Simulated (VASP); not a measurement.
# Pd (Fd-3m) in VASP: further runs

The runs below take Pd through single point, with revPBE.

Program: VASP 6.6.1. These are calculated values, not measurements. Logs are shortened: lines on timing, memory, paths and dates and some standing lists are left out, and cuts for length are marked.

## 1. The cell of the first run

The structure is cubic, space group Fd-3m (No. 227). Conventional cell: a = 5.947 Å, b = 5.947 Å, c = 5.947 Å, α = 90.00°, β = 90.00°, γ = 90.00°. Within 3.4 Å of Pd (site symmetry -43m) lie 4 Pd at 2.58 Å.

This isn't the form of Pd at room conditions, which is fcc.

## 2. Single point, revPBE, collinear spin (26.29 Å³/atom)

Input file INCAR:

```
SYSTEM = Pd
PREC = Accurate
ENCUT = 520
EDIFF = 1E-6
ISMEAR = -1
SIGMA = 0.05
LREAL = .False.
LASPH = .True.
NELM = 150
ALGO = Normal
ISIF = 2
LWAVE = .False.
LCHARG = .False.
ISPIN = 2
MAGMOM = -0.45 -0.45
LORBIT = 11
LMAXMIX = 4
GGA = RE
NBANDS = 21
```

Input file KPOINTS:

```
Automatic mesh
0
Gamma
  11 11 11
  0 0 0
```

Input file POSCAR:

```
Pd
1.0
    0.0000000000      2.9733703893      2.9733703893
    2.9733703893      0.0000000000      2.9733703893
    2.9733703893      2.9733703893      0.0000000000
Pd
2
Direct
    0.1250000000      0.1250000000      0.1250000000
    0.8750000000      0.8750000000      0.8750000000
```

Potentials or basis: VASP PAW PBE potentials, release 64 (Pd).

Started as:

```sh
cat potpaw_PBE.64/Pd/POTCAR > POTCAR
mpirun -np 1 vasp_std > vasp.out
```

OUTCAR:

```text
SYSTEM = Pd
   PREC = Accurate
   ENCUT = 520
   EDIFF = 1E-6
   ISMEAR = -1
   LREAL = .False.
   LASPH = .True.
   NELM = 150
   ISIF = 2
   ISPIN = 2
   LORBIT = 11
   GGA = RE

 ion  position               nearest neighbor table
   1  0.125  0.125  0.125-   2 2.58   2 2.58   2 2.58   2 2.58
   2  0.875  0.875  0.875-   1 2.58   1 2.58   1 2.58   1 2.58

  LATTYP: Found a face centered cubic cell.
 ALAT       =     5.9467407786

  Lattice vectors:

 A1 = (   0.0000000000,   2.9733703893,   2.9733703893)
 A2 = (   2.9733703893,   0.0000000000,   2.9733703893)
 A3 = (   2.9733703893,   2.9733703893,   0.0000000000)

Analysis of symmetry for initial positions (statically):
=====================================================================
 Subroutine PRICEL returns:
 Original cell was already a primitive cell.

 Routine SETGRP: Setting up the symmetry group for a
 face centered cubic supercell.

 Subroutine GETGRP returns: Found 48 space group operations
 (whereof 12 operations were pure point group operations)
 out of a pool of 48 trial point group operations.

The static configuration has the point symmetry D_3d.
 The point group associated with its full space group is O_h .

Analysis of symmetry for dynamics (positions and initial velocities):
=====================================================================
 Subroutine PRICEL returns:
 Original cell was already a primitive cell.

 Routine SETGRP: Setting up the symmetry group for a
 face centered cubic supercell.

 Subroutine GETGRP returns: Found 48 space group operations
 (whereof 12 operations were pure point group operations)
 out of a pool of 48 trial point group operations.

The dynamic configuration has the point symmetry D_3d.
 The point group associated with its full space group is O_h .

Analysis of structural, dynamic, and magnetic symmetry:
=====================================================================
 Subroutine PRICEL returns:
 Original cell was already a primitive cell.

 Routine SETGRP: Setting up the symmetry group for a
 face centered cubic supercell.

 Subroutine GETGRP returns: Found 48 space group operations
 (whereof 12 operations were pure point group operations)
 out of a pool of 48 trial point group operations.

The overall configuration has the point symmetry D_3d.
 The point group associated with its full space group is O_h .

 Subroutine INISYM returns: Found 48 space group operations
 (whereof 12 operations are pure point group operations),
 and found     1 'primitive' translations

----------------------------------------------------------------------------------------

                                     Primitive cell

  volume of cell :      52.5747

  direct lattice vectors                    reciprocal lattice vectors
     0.000000000  2.973370389  2.973370389    -0.168159339  0.168159339  0.168159339
     2.973370389  0.000000000  2.973370389     0.168159339 -0.168159339  0.168159339
     2.973370389  2.973370389  0.000000000     0.168159339  0.168159339 -0.168159339

  length of vectors
     4.204980731  4.204980731  4.204980731     0.291260519  0.291260519  0.291260519

  position of ions in fractional coordinates (direct lattice)
     0.125000000  0.125000000  0.125000000
     0.875000000  0.875000000  0.875000000

  ion indices of the primitive-cell ions
   primitive index   ion index
                 1           1
                 2           2

----------------------------------------------------------------------------------------

 KPOINTS: Automatic mesh

Automatic generation of k-mesh.
 Grid dimensions read from file:
 generate k-points for:   11   11   11

 Generating k-lattice:

  Cartesian coordinates                     Fractional coordinates (reciprocal lattice)
    -0.015287213  0.015287213  0.015287213     0.090909091  0.000000000  0.000000000
     0.015287213 -0.015287213  0.015287213     0.000000000  0.090909091  0.000000000
     0.015287213  0.015287213 -0.015287213     0.000000000  0.000000000  0.090909091

  Length of vectors
     0.026478229  0.026478229  0.026478229

  Shift w.r.t. Gamma in fractional coordinates (k-lattice)
     0.000000000  0.000000000  0.000000000

 Subroutine IBZKPT returns following result:
 ===========================================

 Found     56 irreducible k-points:

 Following reciprocal coordinates:
            Coordinates               Weight
  0.000000  0.000000  0.000000      1.000000
  0.090909  0.000000  0.000000      8.000000
  0.181818  0.000000  0.000000      8.000000
  0.272727  0.000000  0.000000      8.000000
  0.363636  0.000000  0.000000      8.000000
  0.454545  0.000000  0.000000      8.000000
[... 16 lines left out ...]
 -0.272727  0.181818  0.000000     24.000000
 -0.181818  0.181818  0.000000     12.000000
 [... further k-points ...]
   k-points           NKPTS =     56   k-points in BZ     NKDIM =     56   number of bands    NBANDS=     21
   number of dos      NEDOS =    301   number of ions     NIONS =      2
   total plane-waves  NPLWV =  32768
   dimension x,y,z NGX =    32 NGY =   32 NGZ =   32
   dimension x,y,z NGXF=    64 NGYF=   64 NGZF=   64
   ions per type =               2
   NGX,Y,Z   is equivalent  to a cutoff of  12.65, 12.65, 12.65 a.u.
   NGXF,Y,Z  is equivalent  to a cutoff of  25.30, 25.30, 25.30 a.u.
 SYSTEM =  Pd
   PREC   = accura    normal or accurate (medium, high low for compatibility)
   ISTART =      0    job   : 0-new  1-cont  2-samecut
   ICHARG =      2    charge: 1-file 2-atom 10-const
   ISPIN  =      2    spin polarized calculation?
   LNONCOLLINEAR =      F non collinear calculations
   LSORBIT =      F    spin-orbit coupling
   LASPH  =      T    aspherical Exc in radial PAW
   ENCUT  =  520.0 eV  38.22 Ry    6.18 a.u.   7.82  7.82  7.82*2*pi/ulx,y,z
   NELM   =    150;   NELMIN=  2; NELMDL= -5     # of ELM steps
   EDIFF  = 0.1E-05   stopping-criterion for ELM
   LREAL  =      F    real-space projection
   EDIFFG = 0.1E-04   stopping-criterion for IOM
   NSW    =      0    number of steps for IOM
   IBRION =     -1    ionic relax: 0-MD 1-quasi-New 2-CG
   NFREE  =      0    steps in history (QN), initial steepest desc. (CG)
   ISIF   =      2    stress and relaxation
   ISYM   =      2    0-nonsym 1-usesym 2-fastsym
   POTIM  = 0.5000    time-step for ionic-motion
   TEBEG  =    0.0;   TEEND  =   0.0 temperature during run
   PSTRESS=    0.0 pullay stress
   NELECT =      20.0000    total number of electrons
   NUPDOWN=      -1.0000    fix difference up-down
   EMIN   =  10.00;   EMAX   =-10.00  energy-range for DOS
   EFERMI =   0.00;   METHOD = LEGACY
   ISMEAR =    -1;   SIGMA  =   0.05  broadening in eV -4-tet -1-fermi 0-gaus
   EFERMI_NEDOS =   21; number of points for ismear=-14 and -15
   IALGO  =     38    algorithm
   IMIX   =      4    mixing-type and parameters
     AMIX     =   0.40;   BMIX     =  1.00
     AMIX_MAG =   1.60;   BMIX_MAG =  1.00
  volume/ion in A,a.u.               =      26.29       177.40
  Fermi-wavevector in a.u.,A,eV,Ry     =   1.186203  2.241599 19.144464  1.407078
  Thomas-Fermi vector in A             =   2.322381
   LORBIT       =     11    0 simple, 1 ext, 2 COOP (PROOUT), +10 PAW based schemes
   GGA     = RE    functional components
   LHFCALC =     F    Hartree Fock is set to
   AEXX    =    0.0000 exact exchange contribution
   IVDW    =     0    specifies the selected vdW correction
   LEPSILON=     F    determine dielectric tensor
   LRPA    =     F    only Hartree local field effects (RPA)
 spin polarized calculation
  energy-cutoff  :      520.00
  volume of cell :       52.57
 maximum number of plane-waves:      1429
   NGX = 15   NGY = 15   NGZ = 15

 number of electron      19.9999998 magnetization      -0.9211322

 Free energy of the ion-electron system (eV)
  ---------------------------------------------------
  ext. energy  EPLUGINS =         0.00000000
  ---------------------------------------------------
  free energy    TOTEN  =        -7.40844057 eV

  energy without entropy =       -7.36749175  energy(sigma->0) =       -7.38796616

 E-fermi :   3.3903     XC(G=0):  -9.4019

 val. band max:        3.3796127361   @ k =  -0.0909   0.0909   0.0000
 cond. band min:       3.3957222408   @ k =  -0.4545   0.4545   0.0909
 fundamental gap:      0.0161095048
 Fermi energy:         3.3902512772

 spin component 1

 k-point     1 :       0.0000    0.0000    0.0000
  band No.  band energies     occupation
      1      -0.7014      1.00000
      2       0.5192      1.00000
      3       0.5192      1.00000
      4       0.6230      1.00000
      5       0.6230      1.00000
      6       0.6230      1.00000
[... 13 lines left out ...]
     20      17.1606      0.00000
     21      17.1606      0.00000
[... 529 lines left out ...]
 k-point    24 :      -0.1818    0.1818    0.0000
  band No.  band energies     occupation
      1       0.2204      1.00000
      2       0.2354      1.00000
      3       0.5961      1.00000
      4       0.6037      1.00000
      5       0.8220      1.00000
      6       1.1715      1.00000
[... 13 lines left out ...]
     20      18.9232      0.00000
     21      21.1528      0.00000

 [... further k-points ...]

 spin component 2

 k-point     1 :       0.0000    0.0000    0.0000
  band No.  band energies     occupation
      1      -0.7491      1.00000
      2       0.2553      1.00000
      3       0.2553      1.00000
      4       0.3230      1.00000
      5       0.3230      1.00000
      6       0.3230      1.00000
[... 13 lines left out ...]
     20      17.1235      0.00000
     21      17.1235      0.00000
[... 529 lines left out ...]
 k-point    24 :      -0.1818    0.1818    0.0000
  band No.  band energies     occupation
      1      -0.0475      1.00000
      2       0.0455      1.00000
      3       0.3162      1.00000
      4       0.3910      1.00000
      5       0.5340      1.00000
      6       0.8846      1.00000
[... 13 lines left out ...]
     20      18.8494      0.00000
     21      21.0974      0.00000

 [... further k-points ...]

------------------------ aborting loop because EDIFF is reached ----------------------------------------

  FORCE on cell =-STRESS in cart. coord.  units (eV):
  Direction    XX          YY          ZZ          XY          YZ          ZX
  --------------------------------------------------------------------------------------
  -------------------------------------------------------------------------------------
  Total       -0.7252956     -0.7252956     -0.7252956     -0.0000000     -0.0000000     -0.0000000
  in kB      -22.1028651    -22.1028651    -22.1028651     -0.0000000     -0.0000000     -0.0000000
  external PRESSURE =     -22.1028651 kB  Pullay stress =       0.0000000 kB

 VOLUME and BASIS-vectors are now :
 -----------------------------------------------------------------------------
  energy-cutoff  :      520.00
  volume of cell :       52.57
      direct lattice vectors                 reciprocal lattice vectors
     0.000000000  2.973370389  2.973370389    -0.168159339  0.168159339  0.168159339
     2.973370389  0.000000000  2.973370389     0.168159339 -0.168159339  0.168159339
     2.973370389  2.973370389  0.000000000     0.168159339  0.168159339 -0.168159339

 POSITION                                       TOTAL-FORCE (eV/Angst)
 -----------------------------------------------------------------------------------
      0.74334      0.74334      0.74334        -0.000000     -0.000000     -0.000000
      5.20340      5.20340      5.20340         0.000000      0.000000      0.000000
 -----------------------------------------------------------------------------------
    total drift:                                0.000000      0.000000     -0.000000

  FREE ENERGIE OF THE ION-ELECTRON SYSTEM (eV)
  ---------------------------------------------------
  free  energy   TOTEN  =        -7.4084405663 eV

  energy  without entropy=       -7.3674917537  energy(sigma->0) =       -7.38796616

 total charge

# of ion       s       p       d       tot
------------------------------------------
    1        0.463   0.245   8.515   9.223
    2        0.463   0.245   8.515   9.223
--------------------------------------------------
tot          0.927   0.490  17.030  18.447

 magnetization (x)

# of ion       s       p       d       tot
------------------------------------------
    1        0.004   0.001  -0.458  -0.452
    2        0.004   0.001  -0.458  -0.452
--------------------------------------------------
tot          0.009   0.003  -0.916  -0.904
```

Wall time 3.4 min (1 thread of AMD EPYC, shared host); peak memory 0.22 GiB.

Results:

```yaml
Free_energy: -7.4084 eV
Pressure: -2.2 GPa
Net_moment: -0.92 μB per cell
Site_moments: Pd -0.45 μB
Valence_electrons_inside_the_program's_atomic_spheres: Pd 9.22
```

Levels at points of the mesh, in eV from the Fermi level:
Spin up:
```
           k point  band 8  band 9  band 10  band 11  band 12  band 13
(0.00, 0.00, 0.00)   -1.05   -1.05    -0.07    -0.07    11.02    11.02
```
Spin down:
```csv
k point,band 8,band 9,band 10,band 11,band 12,band 13,band 14,band 15
"(0.00, 0.00, 0.00)",-1.40,-1.40,-0.40,-0.40,10.93,10.93,10.93,11.44
```

Caveat: the PAW data sets were made with another functional, which shifts forces and pressure a little.

## 3. Single point, revPBE, collinear spin (27.30 Å³/atom)

This run uses another cell than the first one, of 27.30 Å³/atom.

Input file INCAR:

```
ALGO     = Normal         # electronic algorithm
EDIFF    = 1E-7           # SCF threshold, eV
ENCUT    = 520            # plane-wave cutoff, eV
GGA      = RE             # functional
ISIF     = 2              # what is computed and relaxed
ISMEAR   = -1             # smearing method
ISPIN    = 2              # spin polarisation
LASPH    = True           # aspherical terms in the spheres
LCHARG   = False          # write CHGCAR
LMAXMIX  = 4              # l up to which the mixer works
LORBIT   = 11             # projections on sites
LREAL    = False          # projectors in reciprocal space
LWAVE    = False          # write WAVECAR
MAGMOM   = -0.45 -0.45    # initial moments
NBANDS   = 21             # bands
NELM     = 150            # most SCF steps
PREC     = Accurate       # precision mode
SIGMA    = 0.05           # smearing width, eV
```

Input file KPOINTS:

```
k-points
0
Gamma
  11 11 11
```

Input file POSCAR:

```
Pd
1.0
    0.0000000000      3.0110119851      3.0110119851
    3.0110119851      0.0000000000      3.0110119851
    3.0110119851      3.0110119851      0.0000000000
Pd
2
Direct
    0.1250000000      0.1250000000      0.1250000000
    0.8750000000      0.8750000000      0.8750000000
```

Potentials or basis: VASP PAW PBE potentials, release 64 (Pd).

Started as:

```sh
cat potpaw_PBE.64/Pd/POTCAR > POTCAR
mpirun -np 1 vasp_std > vasp.out
```

It took 3.5 min on 1 thread of AMD EPYC, shared host; peak memory 0.23 GiB.

The run converged. Its results:

```yaml
Free_energy: -7.3711 eV
Pressure: -3.7 GPa
Net_moment: -0.90 μB per cell
Site_moments: Pd -0.44 μB
Valence_electrons_inside_the_program's_atomic_spheres: Pd 9.19
```

Levels at points of the mesh, in eV from the Fermi level:
Spin up:
| k point | band 6 | band 7 | band 8 | band 9 | band 10 | band 11 | band 12 | band 13 | band 14 | band 15 |
| --- | --- | --- | --- | --- | --- | --- | --- | --- | --- | --- |
| (0.00, 0.00, 0.00) | -2.62 | -0.99 | -0.99 | -0.99 | -0.08 | -0.08 | 10.73 | 10.73 | 10.73 | 11.29 |
Spin down:
| k point | band 8 | band 9 | band 10 | band 11 | band 12 | band 13 | band 14 | band 15 |
| --- | --- | --- | --- | --- | --- | --- | --- | --- |
| (0.00, 0.00, 0.00) | -1.33 | -1.33 | -0.40 | -0.40 | 10.65 | 10.65 | 10.65 | 11.19 |

Caveat: the cell stands under tension; the PAW data sets were made with another functional, which shifts forces and pressure a little.
